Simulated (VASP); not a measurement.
# Na (P6_3/mmc) in VASP: further runs

The runs below take Na through single point, with PBEsol, r2SCAN.

All numbers are computed with VASP 6.6.1; they aren't measurements. Logs are shortened: lines on timing, memory, paths and dates and some standing lists are left out, and cuts for length are marked.

### Step 1. The cell of the first run

Symmetry: P6_3/mmc, No. 194, hexagonal system. Conventional cell: a = 3.506 Å, b = 3.506 Å, c = 6.282 Å, α = 90.00°, β = 90.00°, γ = 120.00°. Na (site symmetry -6m2) has 12 Na at 3.51 to 3.74 Å within 4.6 Å.

### Step 2. Single point, PBEsol (strained)

File INCAR:

```
SYSTEM = Na
ALGO = Normal
EDIFF = 1E-7
ENCUT = 520
GGA = PS
ISIF = 2
ISMEAR = 0
LASPH = .TRUE.
LCHARG = .TRUE.
LELF = .TRUE.
LREAL = .FALSE.
LVHAR = .TRUE.
LWAVE = .FALSE.
NBANDS = 14
NELM = 100
PREC = Accurate
SIGMA = 0.1
```

File KPOINTS:

```
k-points
0
G
  15 15 8
  0 0 0
```

File POSCAR:

```
Na
1.0
    3.5061738485      0.0000000000      0.0000000000
   -1.7530869243      3.0364356229      0.0000000000
    0.0000000000      0.0000000000      6.2817570400
Na
2
Direct
    0.3333333333      0.6666666667      0.2500000000
    0.6666666667      0.3333333333      0.7500000000
```

Potentials or basis: VASP PAW PBE potentials, release 64 (Na_pv).

On the command line:

```console
cat potpaw_PBE.64/Na_pv/POTCAR > POTCAR
mpirun -np 1 vasp_std > vasp.out
```

OUTCAR:

```text
SYSTEM = Na
   EDIFF = 1E-7
   ENCUT = 520
   GGA = PS
   ISIF = 2
   ISMEAR = 0
   LASPH = .TRUE.
   LREAL = .FALSE.
   NELM = 100
   PREC = Accurate

 ion  position               nearest neighbor table
   1  0.333  0.667  0.250-
   2  0.667  0.333  0.750-

  LATTYP: Found a hexagonal cell.
 ALAT       =     3.5061738485
 C/A-ratio  =     1.7916273726

  Lattice vectors:

 A1 = (   3.5061738485,   0.0000000000,   0.0000000000)
 A2 = (  -1.7530869243,   3.0364356229,   0.0000000000)
 A3 = (   0.0000000000,   0.0000000000,   6.2817570400)

Analysis of symmetry for initial positions (statically):
=====================================================================
 Subroutine PRICEL returns:
 Original cell was already a primitive cell.

 Routine SETGRP: Setting up the symmetry group for a
 hexagonal supercell.

 Subroutine GETGRP returns: Found 24 space group operations
 (whereof 12 operations were pure point group operations)
 out of a pool of 24 trial point group operations.

The static configuration has the point symmetry D_3d.
 The point group associated with its full space group is D_6h.

Analysis of symmetry for dynamics (positions and initial velocities):
=====================================================================
 Subroutine PRICEL returns:
 Original cell was already a primitive cell.

 Routine SETGRP: Setting up the symmetry group for a
 hexagonal supercell.

 Subroutine GETGRP returns: Found 24 space group operations
 (whereof 12 operations were pure point group operations)
 out of a pool of 24 trial point group operations.

The dynamic configuration has the point symmetry D_3d.
 The point group associated with its full space group is D_6h.

 Subroutine INISYM returns: Found 24 space group operations
 (whereof 12 operations are pure point group operations),
 and found     1 'primitive' translations

----------------------------------------------------------------------------------------

                                     Primitive cell

  volume of cell :      66.8773

  direct lattice vectors                    reciprocal lattice vectors
     3.506173849  0.000000000  0.000000000     0.285211186  0.164666755  0.000000000
    -1.753086924  3.036435623  0.000000000     0.000000000  0.329333509  0.000000000
     0.000000000  0.000000000  6.281757040     0.000000000  0.000000000  0.159191130

  length of vectors
     3.506173849  3.506173849  6.281757040     0.329333509  0.329333509  0.159191130

  position of ions in fractional coordinates (direct lattice)
     0.333333333  0.666666667  0.250000000
     0.666666667  0.333333333  0.750000000

  ion indices of the primitive-cell ions
   primitive index   ion index
                 1           1
                 2           2

----------------------------------------------------------------------------------------

 KPOINTS: k-points

Automatic generation of k-mesh.
 Grid dimensions read from file:
 generate k-points for:   15   15    8

 Generating k-lattice:

  Cartesian coordinates                     Fractional coordinates (reciprocal lattice)
     0.019014079  0.010977784  0.000000000     0.066666667 -0.000000000  0.000000000
     0.000000000  0.021955567  0.000000000     0.000000000  0.066666667  0.000000000
     0.000000000  0.000000000  0.019898891     0.000000000  0.000000000  0.125000000

  Length of vectors
     0.021955567  0.021955567  0.019898891

  Shift w.r.t. Gamma in fractional coordinates (k-lattice)
     0.000000000  0.000000000  0.000000000

 Subroutine IBZKPT returns following result:
 ===========================================

 Found    135 irreducible k-points:

 Following reciprocal coordinates:
            Coordinates               Weight
  0.000000  0.000000  0.000000      1.000000
  0.066667  0.000000  0.000000      6.000000
  0.133333  0.000000  0.000000      6.000000
  0.200000  0.000000  0.000000      6.000000
  0.266667  0.000000  0.000000      6.000000
  0.333333  0.000000  0.000000      6.000000
[... 16 lines left out ...]
  0.333333  0.200000  0.000000     12.000000
  0.400000  0.200000  0.000000      6.000000
 [... further k-points ...]
   k-points           NKPTS =    135   k-points in BZ     NKDIM =    135   number of bands    NBANDS=     14
   number of dos      NEDOS =    301   number of ions     NIONS =      2
   total plane-waves  NPLWV =  37632
   dimension x,y,z NGX =    28 NGY =   28 NGZ =   48
   dimension x,y,z NGXF=    56 NGYF=   56 NGZF=   96
   ions per type =               2
   NGX,Y,Z   is equivalent  to a cutoff of  13.28, 13.28, 12.70 a.u.
   NGXF,Y,Z  is equivalent  to a cutoff of  26.55, 26.55, 25.41 a.u.
 SYSTEM =  Na
   PREC   = accura    normal or accurate (medium, high low for compatibility)
   ISTART =      0    job   : 0-new  1-cont  2-samecut
   ICHARG =      2    charge: 1-file 2-atom 10-const
   ISPIN  =      1    spin polarized calculation?
   LNONCOLLINEAR =      F non collinear calculations
   LSORBIT =      F    spin-orbit coupling
   LASPH  =      T    aspherical Exc in radial PAW
   ENCUT  =  520.0 eV  38.22 Ry    6.18 a.u.   6.52  6.52 11.68*2*pi/ulx,y,z
   NELM   =    100;   NELMIN=  2; NELMDL= -5     # of ELM steps
   EDIFF  = 0.1E-06   stopping-criterion for ELM
   LREAL  =      F    real-space projection
   EDIFFG = 0.1E-05   stopping-criterion for IOM
   NSW    =      0    number of steps for IOM
   IBRION =     -1    ionic relax: 0-MD 1-quasi-New 2-CG
   NFREE  =      0    steps in history (QN), initial steepest desc. (CG)
   ISIF   =      2    stress and relaxation
   ISYM   =      2    0-nonsym 1-usesym 2-fastsym
   POTIM  = 0.5000    time-step for ionic-motion
   TEBEG  =    0.0;   TEEND  =   0.0 temperature during run
   PSTRESS=    0.0 pullay stress
   NELECT =      14.0000    total number of electrons
   NUPDOWN=      -1.0000    fix difference up-down
   EMIN   =  10.00;   EMAX   =-10.00  energy-range for DOS
   EFERMI =   0.00;   METHOD = LEGACY
   ISMEAR =     0;   SIGMA  =   0.10  broadening in eV -4-tet -1-fermi 0-gaus
   EFERMI_NEDOS =   21; number of points for ismear=-14 and -15
   IALGO  =     38    algorithm
   IMIX   =      4    mixing-type and parameters
     AMIX     =   0.40;   BMIX     =  1.00
     AMIX_MAG =   1.60;   BMIX_MAG =  1.00
  volume/ion in A,a.u.               =      33.44       225.66
  Fermi-wavevector in a.u.,A,eV,Ry     =   0.972056  1.836920 12.856048  0.944893
  Thomas-Fermi vector in A             =   2.102323
   LORBIT       =      0    0 simple, 1 ext, 2 COOP (PROOUT), +10 PAW based schemes
   GGA     = PS    functional components
   LHFCALC =     F    Hartree Fock is set to
   AEXX    =    0.0000 exact exchange contribution
   IVDW    =     0    specifies the selected vdW correction
   LEPSILON=     F    determine dielectric tensor
   LRPA    =     F    only Hartree local field effects (RPA)
 non-spin polarized calculation
 Gauss-broadening in eV      SIGMA  =   0.10
  energy-cutoff  :      520.00
  volume of cell :       66.88
 maximum number of plane-waves:      1829
 NGX is ok and might be reduce to    28
   NGX = 13   NGY = 13   NGZ = 23

 number of electron      14.0000002 magnetization

 Free energy of the ion-electron system (eV)
  ---------------------------------------------------
  ext. energy  EPLUGINS =         0.00000000
  ---------------------------------------------------
  free energy    TOTEN  =        -2.76904811 eV

  energy without entropy =       -2.76382748  energy(sigma->0) =       -2.76643779

 E-fermi :   0.6477     XC(G=0):  -6.7793

 val. band max:        0.6346102356   @ k =   0.2000   0.1333   0.2500
 cond. band min:       0.6476987666   @ k =   0.2667   0.2667   0.1250
 fundamental gap:      0.0130885309
 Fermi energy:         0.6476951980

 k-point     1 :       0.0000    0.0000    0.0000
  band No.  band energies     occupation
      1     -24.1423      2.00000
      2     -24.1086      2.00000
      3     -24.1086      2.00000
      4     -24.1047      2.00000
      5     -24.1047      2.00000
      6     -24.1028      2.00000
      7      -2.8888      2.00000
      8       0.7565      0.12379
      9       1.1261      0.00000
     10      10.9084      0.00000
     11      12.0063      0.00000
     12      12.0063      0.00000
     13      12.0383      0.00000
     14      12.5867      0.00000

 k-point     2 :       0.0667    0.0000    0.0000
  band No.  band energies     occupation
      1     -24.1416      2.00000
      2     -24.1109      2.00000
      3     -24.1093      2.00000
      4     -24.1070      2.00000
      5     -24.1051      2.00000
      6     -24.1029      2.00000
      7      -2.8135      2.00000
      8       0.8227      0.01334
      9       1.2001      0.00000
     10      10.4484      0.00000
     11      11.2121      0.00000
     12      11.4607      0.00000
     13      11.9879      0.00000
     14      12.0764      0.00000

 k-point     3 :       0.1333    0.0000    0.0000
  band No.  band energies     occupation
      1     -24.1395      2.00000
      2     -24.1174      2.00000
      3     -24.1135      2.00000
      4     -24.1110      2.00000
      5     -24.1064      2.00000
      6     -24.1031      2.00000
      7      -2.5882      2.00000
      8       1.0213      0.00000
      9       1.4202      0.00000
     10       8.8722      0.00000
     11      10.7759      0.00000
     12      10.7888      0.00000
     13      11.3784      0.00000
     14      11.9322      0.00000
[... 324 lines left out ...]
 k-point    23 :       0.3333    0.2000    0.0000
  band No.  band energies     occupation
      1     -24.1544      2.00000
      2     -24.1500      2.00000
      3     -24.1320      2.00000
      4     -24.1262      2.00000
      5     -24.1198      2.00000
      6     -24.1094      2.00000
      7       0.6593      0.87014
      8       2.6757      0.00000
      9       4.0306      0.00000
     10       4.2361      0.00000
     11       5.2462      0.00000
     12       6.0638      0.00000
     13       7.4000      0.00000
     14       8.1052      0.00000

 k-point    24 :       0.4000    0.2000    0.0000
  band No.  band energies     occupation
      1     -24.1557      2.00000
      2     -24.1506      2.00000
      3     -24.1335      2.00000
      4     -24.1273      2.00000
      5     -24.1182      2.00000
      6     -24.1105      2.00000
      7       1.5067      0.00000
      8       1.7489      0.00000
      9       4.3843      0.00000
     10       4.9264      0.00000
     11       5.0293      0.00000
     12       5.3331      0.00000
     13       6.9593      0.00000
     14       8.0371      0.00000

 [... further k-points ...]
[... 5 lines left out ...]
  --------------------------------------------------------------------------------------
  -------------------------------------------------------------------------------------
  Total        0.5307802      0.5307802     -0.0453030     -0.0000000      0.0000000      0.0000000
  in kB       12.7158859     12.7158859     -1.0853225     -0.0000000      0.0000000      0.0000000
  external PRESSURE =       8.1154831 kB  Pullay stress =       0.0000000 kB

 VOLUME and BASIS-vectors are now :
 -----------------------------------------------------------------------------
  energy-cutoff  :      520.00
  volume of cell :       66.88
      direct lattice vectors                 reciprocal lattice vectors
     3.506173849  0.000000000  0.000000000     0.285211186  0.164666755  0.000000000
    -1.753086924  3.036435623  0.000000000     0.000000000  0.329333509  0.000000000
     0.000000000  0.000000000  6.281757040     0.000000000  0.000000000  0.159191130

 POSITION                                       TOTAL-FORCE (eV/Angst)
 -----------------------------------------------------------------------------------
     -0.00000      2.02429      1.57044         0.000000      0.000000      0.000000
      1.75309      1.01215      4.71132        -0.000000     -0.000000      0.000000
 -----------------------------------------------------------------------------------
    total drift:                               -0.000000      0.000000     -0.000000

  FREE ENERGIE OF THE ION-ELECTRON SYSTEM (eV)
  ---------------------------------------------------
  free  energy   TOTEN  =        -2.7690481052 eV

  energy  without entropy=       -2.7638274830  energy(sigma->0) =       -2.76643779
```

It took 32 s on 1 thread of Intel Xeon 6975P-C (Granite Rapids), shared host; peak memory 0.23 GiB.

Results:

```yaml
Free_energy: -2.7690 eV
Pressure: 0.8 GPa
Band_gap_on_the_k_mesh: zero (band 7 reaches 3.00 eV, above the bottom of band 8 at -1.91 eV)
```

Stress tensor (GPa, compression positive):
```
 1.27  0.00  0.00
 0.00  1.27  0.00
 0.00  0.00 -0.11
```

Caveat: the cell differs from its parent crystal (strained); the PAW data sets were made with another functional, which shifts forces and pressure a little.

### Step 3. Single point, r2SCAN (functional r2SCAN, strained)

File POSCAR:

```
Na
1.0
    3.8085510186      0.0000000000      0.0000000000
   -1.9042755093      3.2983019337      0.0000000000
    0.0000000000      0.0000000000      6.2218786200
Na
2
Direct
    0.3333333333      0.6666666667      0.2500000000
    0.6666666667      0.3333333333      0.7500000000
```

File INCAR.step1:

```
SYSTEM = Na
ALGO = Normal ; EDIFF = 1E-4
ENCUT = 520 ; GGA = PE
ISMEAR = 0 ; LASPH = .True.
LCHARG = .False. ; LREAL = .False.
LWAVE = .True. ; NBANDS = 14
NELM = 100 ; PREC = Accurate
SIGMA = 0.1
```

File INCAR.step2:

```
SYSTEM = Na
ALGO = Normal ; EDIFF = 1E-7
ENCUT = 520 ; ISIF = 2
ISMEAR = 0 ; ISTART = 1
LASPH = .True. ; LCHARG = .False.
LMIXTAU = .True. ; LREAL = .False.
LWAVE = .False. ; METAGGA = R2SCAN
NBANDS = 14 ; NELM = 100
PREC = Accurate ; SIGMA = 0.1
```

File KPOINTS:

```
k-points
0
Gamma
  15 15 8
  0 0 0
```

Potentials or basis: VASP PAW PBE potentials, release 64 (Na_pv).

On the command line:

```console
cat potpaw_PBE.64/Na_pv/POTCAR > POTCAR
cp INCAR.step1 INCAR
mpirun -np 1 vasp_std > vasp.out
cp INCAR.step2 INCAR
mpirun -np 1 vasp_std > vasp.out
```

It took 3.1 min on 1 thread of Intel Xeon 6975P-C (Granite Rapids), shared host; peak memory 0.26 GiB.

Results (log left out):

| Item | Value |
| --- | --- |
| Free energy | -7.1054 eV |
| Pressure | -0.2 GPa |
| Band gap on the k mesh | zero (band 7 reaches 2.31 eV, above the bottom of band 8 at -2.11 eV) |

Levels at points of the mesh, in eV from the Fermi level:
```
           k point  band 3  band 4  band 5  band 6  band 7  band 8  band 9  band 10  band 11  band 12
(0.00, 0.00, 0.00)  -26.08  -26.07  -26.07  -26.07   -3.40    0.47    1.10    10.34    10.34    10.80
(0.00, 0.00, 0.50)  -26.07  -26.07  -26.07  -26.07   -2.33   -2.33    5.74     5.74    10.90    10.90
```

Caveat: the cell differs from its parent crystal (functional r2SCAN, strained); the PAW data sets were made with another functional, which shifts forces and pressure a little.

### Step 4. Single point, PBEsol

This run uses another cell than the first one, of 36.32 Å³/atom, 1.086 times its volume.

File INCAR:

```
ALGO = Normal
EDIFF = 1E-7
ENCUT = 520
GGA = PS
ISIF = 2
ISMEAR = 0
LASPH = True
LCHARG = False
LREAL = False
LWAVE = False
NBANDS = 14
NELM = 100
PREC = Accurate
SIGMA = 0.1
```

File KPOINTS:

```
k-points
0
Gamma
  15 15 8
```

File POSCAR:

```
Na
1.0
    3.7196409407      0.0000000000      0.0000000000
   -1.8598204703      3.2213035476      0.0000000000
    0.0000000000      0.0000000000      6.0617176446
Na
2
Direct
    0.3333333333      0.6666666667      0.2500000000
    0.6666666667      0.3333333333      0.7500000000
```

On the command line:

```console
cat potpaw_PBE.64/Na_pv/POTCAR > POTCAR
mpirun -np 1 vasp_std > vasp.out
```

Run time: 59 s. Hardware: 1 thread of Intel Xeon Platinum 8259CL at 2.50GHz (Skylake/Cascade Lake), shared host; peak memory 0.24 GiB.

It converged, with:

- Free energy: -2.8001 eV
- Pressure: 0.0 GPa
- Band gap on the k mesh: zero (band 7 reaches 2.45 eV, above the bottom of band 8 at -1.91 eV)

Levels at points of the mesh, in eV from the Fermi level:
```csv
k point,band 4,band 5,band 6,band 7,band 8,band 9,band 10,band 11
"(0.00, 0.00, 0.00)",-24.78,-24.78,-24.78,-3.34,0.54,0.98,10.06,10.06
"(0.00, 0.00, 0.50)",-24.78,-24.78,-24.78,-2.29,-2.29,5.60,5.60,10.65
```

Caveat: the PAW data sets were made with another functional, which shifts forces and pressure a little.

### Step 5. The runs side by side

```csv
level,cell,gap on the mesh (eV),pressure (GPa)
PBEsol,"a = 3.506, b = 3.506, c = 6.282 Å, angles 90.0, 90.0, 120.0°, 2 atoms",none,0.8
r2SCAN,"a = 3.809, b = 3.809, c = 6.222 Å, angles 90.0, 90.0, 120.0°, 2 atoms",none,-0.2
PBEsol,"a = 3.720, b = 3.720, c = 6.062 Å, angles 90.0, 90.0, 120.0°, 2 atoms",none,0.0
```

Alike in all rows: task single point; potentials or basis VASP PAW PBE potentials, release 64 (Na_pv); no spin polarisation; k mesh 15 × 15 × 8; cutoff (eV) 520; smearing gaussian 0.1 eV.

Caveats: the PAW data sets were made with another functional, which shifts forces and pressure a little.

Absolute energies hang on the potentials; compare differences alone.
